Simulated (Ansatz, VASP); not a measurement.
## Two plane-wave programs on Ga4As3P

```
Ga P As
1.0
     4.21615    0.00000    0.00000
     0.00000    4.21615    0.00000
     0.00000    0.00000   11.87416
Ga P As
4 1 3
Direct
  0.50000 0.00000 0.60787
  0.00000 0.50000 0.39213
  0.50000 0.00000 0.13068
  0.00000 0.50000 0.86932
  0.00000 0.00000 0.50000
  0.50000 0.50000 0.26162
  0.00000 0.00000 0.00000
  0.50000 0.50000 0.73838
```

Change from the starting cell: species swapped into the Mg4Te3Se type (P-4m2, No. 115).

Alike in both runs: task relaxation of cell and atoms; functional PBE; k mesh 4 × 4 × 2; occupations gaussian, width 0.2 eV; no spin polarisation.

|  | VASP | Ansatz |
| --- | --- | --- |
| version | VASP 6.6.1 | Ansatz 0.2.0 |
| potentials or method | VASP PAW PBE potentials, release 64 (Ga_d, P, As), cutoff 600 eV | scalar-relativistic, plane waves, PAW |
| valence electrons in the cell | 72 | 102 |

|  | VASP | Ansatz | Ansatz less VASP |
| --- | --- | --- | --- |
| gap on the k mesh at the Fermi level, each at its own relaxed structure (eV) | 0.44 | 0.43 | -0.004 |
| relaxed volume (Å³/atom) | 22.96 | 22.99 | +0.031 |
| relaxed cell length with the largest relative difference (Å) | 11.235 | 11.254 | +0.0193 |

VASP's potentials hold 72 valence electrons a cell and Ansatz's 102, so a difference there can come from the potentials and not from the codes.
